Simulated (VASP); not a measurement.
## MoS2: single point with PBE+D3(BJ)

MoS2:

```
CELL_PARAMETERS angstrom
3.11790 0.00000 0.00000
-1.55895 2.70018 0.00000
0.00000 0.00000 11.44260
ATOMIC_POSITIONS crystal
Mo 0.66667 0.33333 0.25014
Mo 0.33333 0.66667 0.74986
S 0.33333 0.66667 0.37960
S 0.66667 0.33333 0.87931
S 0.33333 0.66667 0.12069
S 0.66667 0.33333 0.62040
```

```yaml
Program: VASP 6.6.1
Task: single point
Functional: PBE
Dispersion: D3(BJ)
Potentials_or_basis: VASP PAW PBE potentials, release 64 (Mo_sv, S)
Cutoff: 520 eV
k_mesh: 12 × 12 × 4
Occupations: gaussian, width 0.05 eV
Spin: no spin polarisation
Dipole_correction: no
Further_INCAR_settings: ALGO = Normal; EDIFF = 1e-06; NBANDS = 35
```

```
Pressure                   : 14.4 GPa
Largest force              : 1.922 eV/Å
Band gap on the k mesh     : 0.43 eV (least direct gap 1.62 eV)
Dispersion energy per atom : -0.473 eV
```

Forces on the atoms (eV/Å):
```
Mo   0.000  0.000 -0.002
Mo   0.000  0.000  0.002
S    0.000  0.000  1.917
S    0.000  0.000  1.922
S    0.000  0.000 -1.922
S    0.000  0.000 -1.917
```

Stress tensor (GPa, compression positive):
```
10.72  0.00  0.00
 0.00 10.72  0.00
 0.00  0.00 21.70
```

Levels at points of the mesh, in eV from the valence-band top:
```tsv
k point	band 24	band 25	band 26	band 27	band 28	band 29
(0.00, 0.00, 0.00)	-1.55	-1.06	0.00	1.73	1.73	1.76
(0.50, 0.00, 0.00)	-2.18	-2.07	-1.77	1.15	1.24	1.67
(0.00, 0.00, 0.50)	-3.00	-0.27	-0.27	1.73	1.73	1.73
(0.50, 0.00, 0.50)	-2.34	-1.89	-1.89	1.19	1.19	1.84
```

It took 94 s on 1 thread of Intel(R) Xeon(R) 6975P-C (Granite Rapids), on a shared host, peak memory 0.34 GiB.

Caveat: the stress differs along the axes, from 11 to 22 GPa; semilocal functionals underestimate gaps, and a narrow one can read as zero; forces of over 1 eV/Å act on the atoms, so gaps and moduli don't describe the material at rest. A k mesh can miss the band edges.
